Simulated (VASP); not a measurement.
Set up this calculation in VASP 6.6.1, as the native input.

| Item | Value |
| --- | --- |
| Task | single point |
| Functional | PBE |
| Potentials or basis | VASP PAW PBE potentials, release 64 (Ti_sv, Ta_pv) |
| Cutoff | 520 eV |
| k mesh | 8 × 8 × 8 |
| Occupations | gaussian, width 0.1 eV |
| Spin | no spin polarisation |
| Dipole correction | no |
| Further INCAR settings | ALGO = Fast; EDIFF = 1e-06; NBANDS = 43 |

The structure of Ta2Ti lies in POSCAR:

```
Ta2Ti
1.0
    0.0000000000      3.8540525732      3.8540525732
    3.8540525732      0.0000000000      3.8540525732
    3.8540525732      3.8540525732      0.0000000000
Ti Ta
2 4
Direct
    0.5000000000      0.5000000000      0.5000000000
    0.7500000000      0.7500000000      0.7500000000
    0.1250000000      0.1250000000      0.1250000000
    0.6250000000      0.1250000000      0.1250000000
    0.1250000000      0.1250000000      0.6250000000
    0.1250000000      0.6250000000      0.1250000000
```

The input as run:

INCAR

```
SYSTEM = Ta2Ti
  PREC = Accurate
  ENCUT = 520
  EDIFF = 1E-6
  ISMEAR = 0
  SIGMA = 0.1
  LREAL = .False.
  LASPH = .True.
  NELM = 80
  ALGO = Fast
  ISIF = 2
  LWAVE = .False.
  LCHARG = .False.
  GGA = PE
  NBANDS = 43
```

KPOINTS

```
regular mesh
0
Gamma
  8 8 8
  0 0 0
```

Potentials or basis: VASP PAW PBE potentials, release 64 (Ti_sv, Ta_pv).

Launch:

```console
$ cat potpaw_PBE.64/Ti_sv/POTCAR potpaw_PBE.64/Ta_pv/POTCAR > POTCAR
$ mpirun -np 1 vasp_std > vasp.out
```

Results of the run:

```json
{
  "Pressure": "0.1 GPa",
  "Band gap on the k mesh": "zero (band 34 reaches 5.92 eV, above the bottom of band 35 at 5.37 eV)"
}
```

Caveat: spin-orbit coupling is left out, which moves the levels of the heavy elements.

Run time: 6.4 min on 1 thread of Intel(R) Xeon(R) Platinum 8488C (Sapphire Rapids) (shared host), peak memory 0.32 GiB.
